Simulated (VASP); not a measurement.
# NiSb (P6_3/mmc) in VASP: further runs

Runs on NiSb. Level: PBE+D3(BJ). Tasks: relaxation of cell and atoms, single point.

Program: VASP 6.6.1. These are calculated values, not measurements. Logs are shortened: lines on timing, memory, paths and dates and some standing lists are left out, and cuts for length are marked.

## Step 1: The cell of the first run

It takes space group P6_3/mmc (No. 194, hexagonal). Conventional cell: a = 3.930 Å, b = 3.930 Å, c = 5.116 Å, α = 90.00°, β = 90.00°, γ = 120.00°. Ni (site symmetry -3m) has 2 Ni at 2.56 Å and 6 Sb at 2.60 Å within 3.4 Å. Sb (site symmetry -6m2) has 6 Ni at 2.60 Å within 3.4 Å.

## Step 2: Relaxation of cell and atoms, PBE+D3(BJ)

The input, INCAR:

```
SYSTEM = NiSb
ALGO = Normal
EDIFF = 1E-6
EDIFFG = -0.01
ENCUT = 600
GGA = PE
IBRION = 2
ISIF = 3
ISMEAR = 0
IVDW = 12
LASPH = .True.
LCHARG = .False.
LREAL = .False.
LWAVE = .False.
NELM = 100
NSW = 100
PREC = Accurate
SIGMA = 0.1
```

The input, KPOINTS:

```
k-points
0
Gamma
  15 15 10
  0 0 0
```

The input, POSCAR:

```
NiSb
1.0
    3.9296698600      0.0000000000      0.0000000000
   -1.9648349300      3.4031939500      0.0000000000
    0.0000000000      0.0000000000      5.1161871000
Ni Sb
2 2
Direct
    0.0000000000      0.0000000000      0.0000000000
    0.0000000000      0.0000000000      0.5000000000
    0.3333333400      0.6666666900      0.2500000000
    0.6666666900      0.3333333400      0.7500000000
```

Potentials or basis: VASP PAW PBE potentials, release 64 (Ni, Sb).

Command:

```console
$ cat potpaw_PBE.64/Ni/POTCAR potpaw_PBE.64/Sb/POTCAR > POTCAR
$ mpirun -np 1 vasp_std > vasp.out
```

OUTCAR:

```text
SYSTEM = NiSb
   EDIFF = 1E-6
   EDIFFG = -0.01
   ENCUT = 600
   GGA = PE
   IBRION = 2
   ISIF = 3
   ISMEAR = 0
   IVDW = 12
   LASPH = .True.
   LREAL = .False.
   NELM = 100
   NSW = 100
   PREC = Accurate
 IVDW          = 12

 ion  position               nearest neighbor table
   1  0.000  0.000  0.000-   2 2.56   2 2.56   3 2.60   4 2.60   3 2.60   4 2.60   4 2.60   3 2.60

   2  0.000  0.000  0.500-   1 2.56   1 2.56   3 2.60   4 2.60   3 2.60   4 2.60   4 2.60   3 2.60

   3  0.333  0.667  0.250-   1 2.60   2 2.60   1 2.60   2 2.60   1 2.60   2 2.60   4 3.42   4 3.42
                             4 3.42   4 3.42   4 3.42   4 3.42
   4  0.667  0.333  0.750-   1 2.60   2 2.60   1 2.60   2 2.60   1 2.60   2 2.60   3 3.42   3 3.42
                             3 3.42   3 3.42   3 3.42   3 3.42

  LATTYP: Found a hexagonal cell.
 ALAT       =     3.9296698600
 C/A-ratio  =     1.3019381481

  Lattice vectors:

 A1 = (   3.9296698600,   0.0000000000,   0.0000000000)
 A2 = (  -1.9648349300,   3.4031939500,   0.0000000000)
 A3 = (   0.0000000000,   0.0000000000,   5.1161871000)

Analysis of symmetry for initial positions (statically):
=====================================================================
 Subroutine PRICEL returns:
 Original cell was already a primitive cell.

 Routine SETGRP: Setting up the symmetry group for a
 hexagonal supercell.

 Subroutine GETGRP returns: Found 24 space group operations
 (whereof 12 operations were pure point group operations)
 out of a pool of 24 trial point group operations.

The static configuration has the point symmetry D_3d.
 The point group associated with its full space group is D_6h.

Analysis of symmetry for dynamics (positions and initial velocities):
=====================================================================
 Subroutine PRICEL returns:
 Original cell was already a primitive cell.

 Routine SETGRP: Setting up the symmetry group for a
 hexagonal supercell.

 Subroutine GETGRP returns: Found 24 space group operations
 (whereof 12 operations were pure point group operations)
 out of a pool of 24 trial point group operations.

The dynamic configuration has the point symmetry D_3d.
 The point group associated with its full space group is D_6h.

 Subroutine INISYM returns: Found 24 space group operations
 (whereof 12 operations are pure point group operations),
 and found     1 'primitive' translations

----------------------------------------------------------------------------------------

                                     Primitive cell

  volume of cell :      68.4210

  direct lattice vectors                    reciprocal lattice vectors
     3.929669860  0.000000000  0.000000000     0.254474303  0.146920807  0.000000000
    -1.964834930  3.403193950  0.000000000     0.000000000  0.293841613  0.000000000
     0.000000000  0.000000000  5.116187100     0.000000000  0.000000000  0.195458059

  length of vectors
     3.929669860  3.929669880  5.116187100     0.293841615  0.293841613  0.195458059

  position of ions in fractional coordinates (direct lattice)
     0.000000000  0.000000000  0.000000000
     0.000000000  0.000000000  0.500000000
     0.333333340  0.666666690  0.250000000
     0.666666690  0.333333340  0.750000000

  ion indices of the primitive-cell ions
   primitive index   ion index
                 1           1
                 2           2
                 3           3
                 4           4

----------------------------------------------------------------------------------------

 KPOINTS: k-points

Automatic generation of k-mesh.
 Grid dimensions read from file:
 generate k-points for:   15   15   10

 Generating k-lattice:

  Cartesian coordinates                     Fractional coordinates (reciprocal lattice)
     0.016964954  0.009794720  0.000000000     0.066666667  0.000000000  0.000000000
     0.000000000  0.019589441  0.000000000     0.000000000  0.066666667  0.000000000
     0.000000000  0.000000000  0.019545806     0.000000000  0.000000000  0.100000000

  Length of vectors
     0.019589441  0.019589441  0.019545806

  Shift w.r.t. Gamma in fractional coordinates (k-lattice)
     0.000000000  0.000000000  0.000000000

 Subroutine IBZKPT returns following result:
 ===========================================

 Found    162 irreducible k-points:

 Following reciprocal coordinates:
            Coordinates               Weight
  0.000000  0.000000  0.000000      1.000000
  0.066667  0.000000  0.000000      6.000000
  0.133333  0.000000  0.000000      6.000000
  0.200000  0.000000  0.000000      6.000000
  0.266667  0.000000  0.000000      6.000000
  0.333333  0.000000  0.000000      6.000000
[... 16 lines left out ...]
  0.333333  0.200000  0.000000     12.000000
  0.400000  0.200000  0.000000      6.000000
 [... further k-points ...]
   k-points           NKPTS =    162   k-points in BZ     NKDIM =    162   number of bands    NBANDS=     19
   number of dos      NEDOS =    301   number of ions     NIONS =      4
   total plane-waves  NPLWV =  43008
   dimension x,y,z NGX =    32 NGY =   32 NGZ =   42
   dimension x,y,z NGXF=    64 NGYF=   64 NGZF=   84
   ions per type =               2   2
   NGX,Y,Z   is equivalent  to a cutoff of  13.54, 13.54, 13.65 a.u.
   NGXF,Y,Z  is equivalent  to a cutoff of  27.08, 27.08, 27.30 a.u.
 SYSTEM =  NiSb
   PREC   = accura    normal or accurate (medium, high low for compatibility)
   ISTART =      0    job   : 0-new  1-cont  2-samecut
   ICHARG =      2    charge: 1-file 2-atom 10-const
   ISPIN  =      1    spin polarized calculation?
   LNONCOLLINEAR =      F non collinear calculations
   LSORBIT =      F    spin-orbit coupling
   LASPH  =      T    aspherical Exc in radial PAW
   ENCUT  =  600.0 eV  44.10 Ry    6.64 a.u.   7.85  7.85 10.22*2*pi/ulx,y,z
   NELM   =    100;   NELMIN=  2; NELMDL= -5     # of ELM steps
   EDIFF  = 0.1E-05   stopping-criterion for ELM
   LREAL  =      F    real-space projection
   EDIFFG = -.1E-01   stopping-criterion for IOM
   NSW    =    100    number of steps for IOM
   IBRION =      2    ionic relax: 0-MD 1-quasi-New 2-CG
   NFREE  =      1    steps in history (QN), initial steepest desc. (CG)
   ISIF   =      3    stress and relaxation
   ISYM   =      2    0-nonsym 1-usesym 2-fastsym
   POTIM  = 0.5000    time-step for ionic-motion
   TEBEG  =    0.0;   TEEND  =   0.0 temperature during run
   PSTRESS=    0.0 pullay stress
   NELECT =      30.0000    total number of electrons
   NUPDOWN=      -1.0000    fix difference up-down
   EMIN   =  10.00;   EMAX   =-10.00  energy-range for DOS
   EFERMI =   0.00;   METHOD = LEGACY
   ISMEAR =     0;   SIGMA  =   0.10  broadening in eV -4-tet -1-fermi 0-gaus
   EFERMI_NEDOS =   21; number of points for ismear=-14 and -15
   IALGO  =     38    algorithm
   IMIX   =      4    mixing-type and parameters
     AMIX     =   0.40;   BMIX     =  1.00
     AMIX_MAG =   1.60;   BMIX_MAG =  1.00
  volume/ion in A,a.u.               =      17.11       115.43
  Fermi-wavevector in a.u.,A,eV,Ry     =   1.243709  2.350270 21.045663  1.546813
  Thomas-Fermi vector in A             =   2.378008
   LORBIT       =      0    0 simple, 1 ext, 2 COOP (PROOUT), +10 PAW based schemes
   GGA     = PE    functional components
   LHFCALC =     F    Hartree Fock is set to
   AEXX    =    0.0000 exact exchange contribution
   IVDW    =    12    specifies the selected vdW correction
   LEPSILON=     F    determine dielectric tensor
   LRPA    =     F    only Hartree local field effects (RPA)
 conjugate gradient relaxation of ions
 non-spin polarized calculation
 Gauss-broadening in eV      SIGMA  =   0.10
  energy-cutoff  :      600.00
  volume of cell :       68.42
 maximum number of plane-waves:      2312
 NGX is ok and might be reduce to    32
   NGX = 15   NGY = 15   NGZ = 21

--------------------------------------- Ionic step        1  -------------------------------------------

 number of electron      30.0000014 magnetization

 Free energy of the ion-electron system (eV)
  ---------------------------------------------------
  ext. energy  EPLUGINS =         0.00000000
  ---------------------------------------------------
  free energy    TOTEN  =       -20.28994093 eV

  energy without entropy =      -20.27935388  energy(sigma->0) =      -20.28464741

------------------------ aborting loop because EDIFF is reached ----------------------------------------

 Edisp (eV)   -2.14273

 E8    (eV) :    -0.9692

  FORCE on cell =-STRESS in cart. coord.  units (eV):
  Direction    XX          YY          ZZ          XY          YZ          ZX
  --------------------------------------------------------------------------------------
  -------------------------------------------------------------------------------------
  Total      -0.48899    -0.48899    -0.39456     0.00000     0.00000     0.00000
  in kB     -11.45033   -11.45033    -9.23923     0.00000     0.00000     0.00000
  external pressure =      -10.71 kB  Pullay stress =        0.00 kB

 VOLUME and BASIS-vectors are now :
 -----------------------------------------------------------------------------
  energy-cutoff  :      600.00
  volume of cell :       68.42
      direct lattice vectors                 reciprocal lattice vectors
     3.929669860  0.000000000  0.000000000     0.254474303  0.146920807  0.000000000
    -1.964834930  3.403193950  0.000000000     0.000000000  0.293841613  0.000000000
     0.000000000  0.000000000  5.116187100     0.000000000  0.000000000  0.195458059
[... 169 lines left out ...]
 POSITION                                       TOTAL-FORCE (eV/Angst)
 -----------------------------------------------------------------------------------
     -1.96153      3.39747     -0.00000        -0.000000      0.000000      0.000000
     -1.96153      3.39747      2.55462        -0.000000     -0.000000     -0.000000
     -0.00000      2.26498      1.27731         0.000000     -0.000000     -0.000000
      1.96153      1.13249      3.83193        -0.000000      0.000000      0.000000
 -----------------------------------------------------------------------------------
    total drift:                               -0.000002     -0.000003      0.000000

  FREE ENERGIE OF THE ION-ELECTRON SYSTEM (eV)
  ---------------------------------------------------
  free  energy   TOTEN  =       -22.4344195338 eV

  energy  without entropy=      -22.4239636763  energy(sigma->0) =      -22.42919161

--------------------------------------- Ionic step        6  -------------------------------------------

 number of electron      30.0000009 magnetization

 Free energy of the ion-electron system (eV)
  ---------------------------------------------------
  ext. energy  EPLUGINS =         0.00000000
  ---------------------------------------------------
  free energy    TOTEN  =       -20.27362036 eV

  energy without entropy =      -20.26328960  energy(sigma->0) =      -20.26845498

 E-fermi :  10.2034     XC(G=0): -11.5768

 val. band max:       10.1948112989   @ k =   0.2000   0.0000   0.3000
 cond. band min:      10.2082216437   @ k =   0.2000   0.0667   0.4000
 fundamental gap:      0.0134103448
 Fermi energy:        10.2033706107

 k-point     1 :       0.0000    0.0000    0.0000
  band No.  band energies     occupation
      1      -2.8735      2.00000
      2       1.7587      2.00000
      3       3.8788      2.00000
      4       6.2148      2.00000
      5       6.2148      2.00000
      6       6.9858      2.00000
[... 11 lines left out ...]
     18      13.3506      0.00000
     19      14.3006      0.00000
[... 485 lines left out ...]
 k-point    24 :       0.4000    0.2000    0.0000
  band No.  band energies     occupation
      1      -0.0789      2.00000
      2       0.5211      2.00000
      3       3.8331      2.00000
      4       5.7955      2.00000
      5       6.0161      2.00000
      6       6.8501      2.00000
[... 11 lines left out ...]
     18      11.8883      0.00000
     19      13.4437      0.00000

 [... further k-points ...]

------------------------ aborting loop because EDIFF is reached ----------------------------------------

 Edisp (eV)   -2.16139

 E8    (eV) :    -0.9777

  FORCE on cell =-STRESS in cart. coord.  units (eV):
  Direction    XX          YY          ZZ          XY          YZ          ZX
  --------------------------------------------------------------------------------------
  -------------------------------------------------------------------------------------
  Total      -0.01852    -0.01852     0.02539     0.00000     0.00000     0.00000
  in kB      -0.43771    -0.43771     0.59993     0.00000     0.00000     0.00000
  external pressure =       -0.09 kB  Pullay stress =        0.00 kB

 VOLUME and BASIS-vectors are now :
 -----------------------------------------------------------------------------
  energy-cutoff  :      600.00
  volume of cell :       67.80
      direct lattice vectors                 reciprocal lattice vectors
     3.916868062  0.000000000  0.000000000     0.255306021  0.147400999 -0.000000000
    -1.958434031  3.392107268 -0.000000000     0.000000000  0.294801998 -0.000000000
     0.000000000  0.000000000  5.102738432    -0.000000000  0.000000000  0.195973204

 POSITION                                       TOTAL-FORCE (eV/Angst)
 -----------------------------------------------------------------------------------
      0.00000      0.00000      0.00000         0.000000      0.000000     -0.000000
      0.00000      0.00000      2.55137        -0.000000     -0.000000      0.000000
     -0.00000      2.26140      1.27568        -0.000000      0.000000      0.000000
      1.95843      1.13070      3.82705         0.000000     -0.000000     -0.000000
 -----------------------------------------------------------------------------------
    total drift:                               -0.000001     -0.000003      0.000000

  FREE ENERGIE OF THE ION-ELECTRON SYSTEM (eV)
  ---------------------------------------------------
  free  energy   TOTEN  =       -22.4350083158 eV

  energy  without entropy=      -22.4246775551  energy(sigma->0) =      -22.42984294

 reached required accuracy - stopping structural energy minimisation
```

Run time: 9.2 min. Hardware: 1 thread of Intel Xeon Platinum 8375C at 2.90GHz (Ice Lake), shared host; peak memory 0.42 GiB.

What came out:

```
Free energy                            : -22.4350 eV
Relaxed volume                         : 16.95 Å³/atom
Relaxed cell                           : a = 3.917 Å, b = 3.917 Å, c = 5.103 Å, α = 90.00°, β = 90.00°, γ = 120.00°
Space group after relaxing (to 0.05 Å) : P6_3/mmc (No. 194)
Energy gained by relaxing              : 0.6 meV/atom
Ionic steps                            : 6
Pressure after relaxing                : 0.0 GPa
Band gap on the k mesh                 : zero (band 15 reaches 12.31 eV, above the bottom of band 16 at 8.89 eV)
Dispersion energy per atom             : -0.540 eV
```

The path:
```csv
step,energy change (eV),largest force (eV/Å),pressure (GPa),volume (Å³)
1,0.0000,0.0000,-1.07,68.42
2,-0.0010,0.0000,0.99,67.29
3,-0.0023,0.0000,0.04,67.76
4,-0.0023,0.0000,0.04,67.78
5,-0.0017,0.0000,-0.57,68.10
6,-0.0023,0.0000,-0.01,67.80
```

Final structure:
```
Ni Sb
1.0
     3.91687    0.00000    0.00000
    -1.95843    3.39211    0.00000
     0.00000    0.00000    5.10274
Ni Sb
2 2
Direct
  0.00000 0.00000 0.00000
  0.00000 0.00000 0.50000
  0.33333 0.66667 0.25000
  0.66667 0.33333 0.75000
```

Levels at points of the mesh, in eV from the Fermi level:
```
           k point  band 13  band 14  band 15  band 16  band 17  band 18
(0.00, 0.00, 0.00)    -0.03     0.60     0.60     2.51     2.51     3.15
(0.00, 0.00, 0.50)     0.30     0.30     2.10     2.10     2.10     2.10
```

Caveat: spin-orbit coupling is left out, which moves the levels of the heavy elements; pairwise dispersion overbinds metals, which lowers pressure and volume. Spin polarisation is off, so any magnetic state and its effect on volume and gap are missing.

## Step 3: Single point, PBE+D3(BJ)

The input, INCAR:

```
PREC     = Accurate       # precision mode
ENCUT    = 520            # plane-wave cutoff, eV
EDIFF    = 1E-7           # SCF threshold, eV
ISMEAR   = 0              # smearing method
SIGMA    = 0.1            # smearing width, eV
LREAL    = F              # projectors in reciprocal space
LASPH    = T              # aspherical terms in the spheres
NELM     = 100            # most SCF steps
ALGO     = Normal         # electronic algorithm
ISIF     = 2              # what is computed and relaxed
LWAVE    = F              # write WAVECAR
LCHARG   = F              # write CHGCAR
GGA      = PE             # functional
IVDW     = 12             # dispersion correction
NBANDS   = 23             # bands
```

The input, KPOINTS:

```
Automatic mesh
0
Gamma
  6 6 4
```

POSCAR is that of step 2.

Potentials or basis: VASP PAW PBE potentials, release 64 (Ni, Sb).

Command:

```console
$ cat potpaw_PBE.64/Ni/POTCAR potpaw_PBE.64/Sb/POTCAR > POTCAR
$ mpirun -np 1 vasp_std > vasp.out
```

It took 35 s on 1 thread of Intel Xeon Platinum 8375C at 2.90GHz (Ice Lake), shared host; peak memory 0.2 GiB.

It converged, with:

```
Free energy                : -22.4101 eV
Pressure                   : -0.9 GPa
Band gap on the k mesh     : zero (band 15 reaches 12.14 eV, above the bottom of band 16 at 8.76 eV)
Dispersion energy per atom : -0.536 eV
```

Stress tensor (GPa, compression positive):
```
-1.30  0.00  0.00
 0.00 -1.30  0.00
 0.00  0.00 -0.21
```

Levels at points of the mesh, in eV from the Fermi level:
```
           k point  band 11  band 12  band 13  band 14  band 15  band 16  band 17  band 18  band 19  band 20
(0.00, 0.00, 0.00)    -1.40    -1.40    -0.09     0.52     0.52     2.41     2.41     3.07     3.99     5.28
(0.50, 0.00, 0.00)    -2.18    -1.94    -1.66    -1.47    -1.39    -0.42     1.08     3.37     3.93     5.29
(0.00, 0.00, 0.50)    -2.17    -2.17     0.21     0.21     2.01     2.01     2.01     2.01     5.14     5.14
(0.50, 0.00, 0.50)    -2.00    -2.00    -1.89    -1.89     0.13     0.13     1.63     1.63     5.15     5.15
```

Caveat: spin-orbit coupling is left out, which moves the levels of the heavy elements; pairwise dispersion overbinds metals, which lowers pressure and volume.
